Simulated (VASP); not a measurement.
# YZr7O16 (a cell with a defect) in VASP: single point with PBE

Aim: the single point of YZr7O16 (a cell with a defect) with PBE.

Program: VASP 6.6.1. These are calculated values, not measurements. Logs are shortened: lines on timing, memory, paths and dates and some standing lists are left out, and cuts for length are marked.

## Step 1: The cell of the first run

The cell holds a defect, 24 atoms: a = 7.235 Å, b = 7.235 Å, c = 7.235 Å, α = 60.00°, β = 60.00°, γ = 60.00°.

## Step 2: Single point, PBE

The input, INCAR:

```
SYSTEM = YZr7O16
PREC = Accurate ; ENCUT = 520
EDIFF = 1E-6 ; ISMEAR = 0
SIGMA = 0.01 ; LREAL = .False.
LASPH = .True. ; NELM = 120
ALGO = Normal ; ISIF = 2
LWAVE = .False. ; LCHARG = .True.
GGA = PE ; LELF = .True.
LVHAR = .True. ; NBANDS = 114
NELECT = 190.0 ; GGA_COMPAT = .False.
```

The input, KPOINTS:

```
regular mesh
0
Gamma
  2 2 2
  0 0 0
```

The input, POSCAR:

```
YZr7O16
1.0
   -5.1158283576     -5.1158283576      0.0000000000
   -5.1158283576      0.0000000000     -5.1158283576
    0.0000000000     -5.1158283576     -5.1158283576
Y Zr O
1 7 16
Direct
    0.5000206979      0.4965779449      0.0019084408
    1.0002792442      0.4963230830      0.0016378724
    0.4997828596      0.9968139003      0.0016551249
    0.9994826588      0.9960433659      0.0024571943
    0.5005381089      0.4970921489      0.5014045247
    1.0002420443      0.4963390928      0.5021827946
    0.4997322880      0.9968486523      0.5022224495
    0.9999996712      0.9965713257      0.5019385057
    0.3715440981      0.3680681015      0.3920410991
    0.8729623035      0.3661900585      0.3806455467
    0.3694999532      0.8695252142      0.3806564955
    0.8787591069      0.8753763856      0.3749815117
    0.3715879904      0.3681076683      0.8688039975
    0.8900884919      0.3632419270      0.8734427174
    0.3667502778      0.8867462942      0.8734219926
    0.8787671020      0.8753650597      0.8714713564
    0.1253330518      0.1219717887      0.1316762186
    0.6268480431      0.1058676526      0.1339495904
    0.1093503616      0.6235512914      0.1338597061
    0.6319075030      0.6284928532      0.1286975053
    0.1253971366      0.1219052572      0.6213205475
    0.6297577632      0.1160985153      0.6273263154
    0.1194777002      0.6262210775      0.6274049670
    0.6318858240      0.6285895687      0.6112653364
```

Potentials or basis: VASP PAW PBE potentials, release 64 (Y_sv, Zr_sv, O).

On the command line:

```bash
> cat potpaw_PBE.64/Y_sv/POTCAR potpaw_PBE.64/Zr_sv/POTCAR potpaw_PBE.64/O/POTCAR > POTCAR
> mpirun -np 1 vasp_std > vasp.out
```

OUTCAR:

```text
SYSTEM = YZr7O16
   PREC = Accurate
   ENCUT = 520
   EDIFF = 1E-6
   ISMEAR = 0
   LREAL = .False.
   LASPH = .True.
   NELM = 120
   ISIF = 2
   GGA = PE
   NELECT = 190.0

 ion  position               nearest neighbor table
   1  0.500  0.497  0.002-  13 2.30  14 2.30   9 2.30  15 2.30  20 2.31  24 2.31  19 2.31  18 2.31
                             6 3.62   7 3.62   5 3.62   3 3.62   2 3.62   4 3.62   4 3.62   2 3.62
   2  0.000  0.496  0.002-  20 2.18  19 2.18  13 2.20  14 2.20  23 2.21  17 2.21  10 2.24  16 2.24
                             6 3.61   3 3.61   4 3.62   5 3.62   8 3.62   1 3.62   1 3.62   8 3.62
   3  0.500  0.997  0.002-  20 2.18  18 2.18  13 2.20  15 2.20  22 2.21  17 2.21  16 2.24  11 2.24
                             7 3.61   2 3.61   4 3.62   5 3.62   8 3.62   1 3.62   1 3.62   8 3.62
   4  0.999  0.996  0.002-  14 2.17  15 2.17  16 2.20  12 2.20  19 2.20  18 2.20  17 2.25  21 2.25
                             6 3.62   3 3.62   2 3.62   7 3.62   8 3.62   1 3.62   1 3.62   8 3.62
   5  0.501  0.497  0.501-   9 2.17  13 2.17  10 2.20  11 2.20  20 2.20  24 2.20  22 2.25  23 2.25
                             6 3.62   3 3.62   2 3.62   7 3.62   1 3.62   8 3.62   8 3.62   1 3.62
   6  0.000  0.496  0.502-  19 2.18  24 2.18  14 2.19   9 2.20  23 2.21  21 2.21  10 2.24  12 2.24
                             2 3.61   7 3.61   4 3.62   5 3.62   1 3.62   8 3.62   8 3.62   1 3.62
   7  0.500  0.997  0.502-  24 2.18  18 2.18  15 2.19   9 2.19  21 2.21  22 2.21  12 2.24  11 2.24
                             3 3.61   6 3.61   4 3.62   5 3.62   1 3.62   8 3.62   8 3.62   1 3.62
   8  1.000  0.997  0.502-  12 2.18  11 2.18  16 2.18  10 2.18  21 2.19  22 2.19  17 2.19  23 2.19
                             3 3.62   2 3.62   7 3.62   6 3.62   5 3.62   4 3.62   4 3.62   5 3.62
   9  0.372  0.368  0.392-   5 2.17   7 2.19   6 2.20   1 2.30
  10  0.873  0.366  0.381-   8 2.18   5 2.20   6 2.24   2 2.24
  11  0.369  0.870  0.381-   8 2.18   5 2.20   3 2.24   7 2.24
  12  0.879  0.875  0.375-   8 2.18   4 2.20   7 2.24   6 2.24
  13  0.372  0.368  0.869-   5 2.17   3 2.20   2 2.20   1 2.30
  14  0.890  0.363  0.873-   4 2.17   6 2.19   2 2.20   1 2.30
[... 8 lines left out ...]
  23  0.119  0.626  0.627-   8 2.19   2 2.21   6 2.21   5 2.25
  24  0.632  0.629  0.611-   7 2.18   6 2.18   5 2.20   1 2.31

  LATTYP: Found a face centered cubic cell.
 ALAT       =    10.2316567152

  Lattice vectors:

 A1 = (  -5.1158283576,  -5.1158283576,   0.0000000000)
 A2 = (  -5.1158283576,   0.0000000000,  -5.1158283576)
 A3 = (   0.0000000000,  -5.1158283576,  -5.1158283576)

Analysis of symmetry for initial positions (statically):
=====================================================================
 Subroutine PRICEL returns:
 Original cell was already a primitive cell.

 Routine SETGRP: Setting up the symmetry group for a
 face centered cubic supercell.

 Subroutine GETGRP returns: Found  1 space group operations
 (whereof  1 operations were pure point group operations)
 out of a pool of 48 trial point group operations.

The static configuration has the point symmetry C_1 .

Analysis of symmetry for dynamics (positions and initial velocities):
=====================================================================
 Subroutine PRICEL returns:
 Original cell was already a primitive cell.

 Routine SETGRP: Setting up the symmetry group for a
 face centered cubic supercell.

 Subroutine GETGRP returns: Found  1 space group operations
 (whereof  1 operations were pure point group operations)
 out of a pool of 48 trial point group operations.

The dynamic configuration has the point symmetry C_1 .

 Subroutine INISYM returns: Found  1 space group operations
 (whereof  1 operations are pure point group operations),
 and found     1 'primitive' translations

----------------------------------------------------------------------------------------

                                     Primitive cell

  volume of cell :     267.7798

  direct lattice vectors                    reciprocal lattice vectors
    -5.115828358 -5.115828358  0.000000000    -0.097735883 -0.097735883  0.097735883
    -5.115828358  0.000000000 -5.115828358    -0.097735883  0.097735883 -0.097735883
     0.000000000 -5.115828358 -5.115828358     0.097735883 -0.097735883 -0.097735883

  length of vectors
     7.234873846  7.234873846  7.234873846     0.169283514  0.169283514  0.169283514

  position of ions in fractional coordinates (direct lattice)
     0.500020698  0.496577945  0.001908441
     0.000279244  0.496323083  0.001637872
     0.499782860  0.996813900  0.001655125
     0.999482659  0.996043366  0.002457194
     0.500538109  0.497092149  0.501404525
     0.000242044  0.496339093  0.502182795
[... 16 lines left out ...]
     0.119477700  0.626221077  0.627404967
     0.631885824  0.628589569  0.611265336

  ion indices of the primitive-cell ions
   primitive index   ion index
                 1           1
                 2           2
                 3           3
                 4           4
                 5           5
                 6           6
[... 16 lines left out ...]
                23          23
                24          24

----------------------------------------------------------------------------------------

 KPOINTS: regular mesh

Automatic generation of k-mesh.
 Grid dimensions read from file:
 generate k-points for:    2    2    2

 Generating k-lattice:

  Cartesian coordinates                     Fractional coordinates (reciprocal lattice)
    -0.048867941 -0.048867941  0.048867941     0.500000000  0.000000000  0.000000000
    -0.048867941  0.048867941 -0.048867941     0.000000000  0.500000000  0.000000000
     0.048867941 -0.048867941 -0.048867941     0.000000000  0.000000000  0.500000000

  Length of vectors
     0.084641757  0.084641757  0.084641757

  Shift w.r.t. Gamma in fractional coordinates (k-lattice)
     0.000000000  0.000000000  0.000000000

 Subroutine IBZKPT returns following result:
 ===========================================

 Found      8 irreducible k-points:

 Following reciprocal coordinates:
            Coordinates               Weight
  0.000000  0.000000  0.000000      1.000000
  0.500000  0.000000  0.000000      1.000000
  0.000000  0.500000  0.000000      1.000000
  0.000000  0.000000  0.500000      1.000000
  0.500000  0.500000  0.500000      1.000000
  0.500000  0.500000  0.000000      1.000000
  0.000000  0.500000  0.500000      1.000000
  0.500000  0.000000  0.500000      1.000000
   k-points           NKPTS =      8   k-points in BZ     NKDIM =      8   number of bands    NBANDS=    114
   number of dos      NEDOS =    301   number of ions     NIONS =     24
   total plane-waves  NPLWV = 157464
   dimension x,y,z NGX =    54 NGY =   54 NGZ =   54
   dimension x,y,z NGXF=   108 NGYF=  108 NGZF=  108
   ions per type =               1   7  16
   NGX,Y,Z   is equivalent  to a cutoff of  12.41, 12.41, 12.41 a.u.
   NGXF,Y,Z  is equivalent  to a cutoff of  24.82, 24.82, 24.82 a.u.
 SYSTEM =  YZr7O16
   PREC   = accura    normal or accurate (medium, high low for compatibility)
   ISTART =      0    job   : 0-new  1-cont  2-samecut
   ICHARG =      2    charge: 1-file 2-atom 10-const
   ISPIN  =      1    spin polarized calculation?
   LNONCOLLINEAR =      F non collinear calculations
   LSORBIT =      F    spin-orbit coupling
   LASPH  =      T    aspherical Exc in radial PAW
   ENCUT  =  520.0 eV  38.22 Ry    6.18 a.u.  13.45 13.45 13.45*2*pi/ulx,y,z
   NELM   =    120;   NELMIN=  2; NELMDL= -5     # of ELM steps
   EDIFF  = 0.1E-05   stopping-criterion for ELM
   LREAL  =      F    real-space projection
   EDIFFG = 0.1E-04   stopping-criterion for IOM
   NSW    =      0    number of steps for IOM
   IBRION =     -1    ionic relax: 0-MD 1-quasi-New 2-CG
   NFREE  =      0    steps in history (QN), initial steepest desc. (CG)
   ISIF   =      2    stress and relaxation
   ISYM   =      2    0-nonsym 1-usesym 2-fastsym
   POTIM  = 0.5000    time-step for ionic-motion
   TEBEG  =    0.0;   TEEND  =   0.0 temperature during run
   PSTRESS=    0.0 pullay stress
   NELECT =     190.0000    total number of electrons
   NUPDOWN=      -1.0000    fix difference up-down
   EMIN   =  10.00;   EMAX   =-10.00  energy-range for DOS
   EFERMI =   0.00;   METHOD = LEGACY
   ISMEAR =     0;   SIGMA  =   0.01  broadening in eV -4-tet -1-fermi 0-gaus
   EFERMI_NEDOS =   21; number of points for ismear=-14 and -15
   IALGO  =     38    algorithm
   IMIX   =      4    mixing-type and parameters
     AMIX     =   0.40;   BMIX     =  1.00
     AMIX_MAG =   1.60;   BMIX_MAG =  1.00
  volume/ion in A,a.u.               =      11.16        75.29
  Fermi-wavevector in a.u.,A,eV,Ry     =   1.460159  2.759300 29.008485  2.132064
  Thomas-Fermi vector in A             =   2.576641
   LORBIT       =      0    0 simple, 1 ext, 2 COOP (PROOUT), +10 PAW based schemes
   GGA     = PE    functional components
   LHFCALC =     F    Hartree Fock is set to
   AEXX    =    0.0000 exact exchange contribution
   IVDW    =     0    specifies the selected vdW correction
   LEPSILON=     F    determine dielectric tensor
   LRPA    =     F    only Hartree local field effects (RPA)
 non-spin polarized calculation
 Gauss-broadening in eV      SIGMA  =   0.01
  energy-cutoff  :      520.00
  volume of cell :      267.78
 maximum number of plane-waves:      7239
 NGX is ok and might be reduce to    54
   NGX = 27   NGY = 27   NGZ = 27

 number of electron     190.0000006 magnetization

 Free energy of the ion-electron system (eV)
  ---------------------------------------------------
  ext. energy  EPLUGINS =         0.00000000
  ---------------------------------------------------
  free energy    TOTEN  =      -231.01279255 eV

  energy without entropy =     -231.01086744  energy(sigma->0) =     -231.01183000

 E-fermi :   6.2402     XC(G=0): -11.6376

 val. band max:        6.0070051916   @ k =   0.5000   0.5000   0.0000
 cond. band min:       6.2426635953   @ k =   0.5000   0.5000   0.0000
 fundamental gap:      0.2356584037
 Fermi energy:         6.2401835678

 k-point     1 :       0.0000    0.0000    0.0000
  band No.  band energies     occupation
      1     -41.4570      2.00000
      2     -41.4262      2.00000
      3     -41.4261      2.00000
      4     -41.4255      2.00000
      5     -41.4113      2.00000
      6     -41.4107      2.00000
[... 99 lines left out ...]
    106      10.7841      0.00000
    107      10.8168      0.00000

 k-point     2 :       0.5000    0.0000    0.0000
  band No.  band energies     occupation
      1     -41.4415      2.00000
      2     -41.4410      2.00000
      3     -41.4198      2.00000
      4     -41.4197      2.00000
      5     -41.4175      2.00000
      6     -41.4169      2.00000
[... 652 lines left out ...]
 k-point     8 :       0.5000    0.0000    0.5000
  band No.  band energies     occupation
      1     -41.4409      2.00000
      2     -41.4270      2.00000
      3     -41.4262      2.00000
      4     -41.4259      2.00000
      5     -41.4253      2.00000
      6     -41.4107      2.00000
[... 99 lines left out ...]
    106      11.2126      0.00000
    107      11.2304      0.00000
 [bands above 107 left out]

------------------------ aborting loop because EDIFF is reached ----------------------------------------

  FORCE on cell =-STRESS in cart. coord.  units (eV):
  Direction    XX          YY          ZZ          XY          YZ          ZX
  --------------------------------------------------------------------------------------
  -------------------------------------------------------------------------------------
  Total       -1.4204932     -1.4368769     -1.4378130     -0.0024429     -0.0013088     -0.0011308
  in kB       -8.4990787     -8.5971056     -8.6027063     -0.0146163     -0.0078309     -0.0067655
  external PRESSURE =      -8.5662969 kB  Pullay stress =       0.0000000 kB

 VOLUME and BASIS-vectors are now :
 -----------------------------------------------------------------------------
  energy-cutoff  :      520.00
  volume of cell :      267.78
      direct lattice vectors                 reciprocal lattice vectors
    -5.115828358 -5.115828358  0.000000000    -0.097735883 -0.097735883  0.097735883
    -5.115828358  0.000000000 -5.115828358    -0.097735883  0.097735883 -0.097735883
     0.000000000 -5.115828358 -5.115828358     0.097735883 -0.097735883 -0.097735883

 POSITION                                       TOTAL-FORCE (eV/Angst)
 -----------------------------------------------------------------------------------
     -5.09843     -2.56778     -2.55017         0.002155     -0.000618     -0.001888
     -2.54053     -0.00981     -2.54748         0.001250     -0.002822      0.004235
     -7.65633     -2.56527     -5.10800         0.000772      0.005027     -0.003850
    -10.20877     -5.12575     -5.10816        -0.006006     -0.000612     -0.001571
     -5.10371     -5.12577     -5.10814         0.006657      0.000612     -0.000079
     -2.54042     -2.57032     -5.10827        -0.000006     -0.005356      0.002214
[... 16 lines left out ...]
     -3.81487     -3.82092     -6.41334        -0.009171     -0.009310      0.008305
     -6.44838     -6.35975     -6.34288         0.027349     -0.004020      0.001019
 -----------------------------------------------------------------------------------
    total drift:                               -0.000880      0.000205     -0.000209

  FREE ENERGIE OF THE ION-ELECTRON SYSTEM (eV)
  ---------------------------------------------------
  free  energy   TOTEN  =      -231.0127925494 eV

  energy  without entropy=     -231.0108674418  energy(sigma->0) =     -231.01183000
```

Wall time 15 min (1 thread of Intel Xeon 8259CL, shared host); peak memory 0.52 GiB.

Results:

```yaml
Free_energy: -231.0128 eV
Largest_force: 0.033 eV/Å
```

Forces on the atoms (eV/Å):
```
Y    0.002 -0.001 -0.002
Zr   0.001 -0.003  0.004
Zr   0.001  0.005 -0.004
Zr  -0.006 -0.001 -0.002
Zr   0.007  0.001  0.000
Zr   0.000 -0.005  0.002
Zr  -0.001  0.003 -0.004
Zr  -0.002  0.001  0.000
O   -0.015  0.007  0.002
O   -0.020  0.011 -0.010
O   -0.021 -0.012  0.013
O    0.025  0.013  0.016
O   -0.010 -0.003 -0.006
O    0.002  0.006 -0.015
O    0.008 -0.013  0.005
O    0.026 -0.009 -0.008
O    0.001  0.009  0.009
O   -0.022  0.009  0.000
O   -0.015 -0.002  0.013
O    0.023  0.001  0.004
O    0.002 -0.013 -0.016
O   -0.005  0.011 -0.012
O   -0.009 -0.009  0.008
O    0.027 -0.004  0.001
```

Caveat: the k points lie up to 0.53 Å⁻¹ apart, too coarse for converged energies and pressures of a metal; the cell carries a net charge on a neutralising background, which shifts energy and pressure; the cell is charged against a uniform background, so pressure and absolute levels hang on convention.
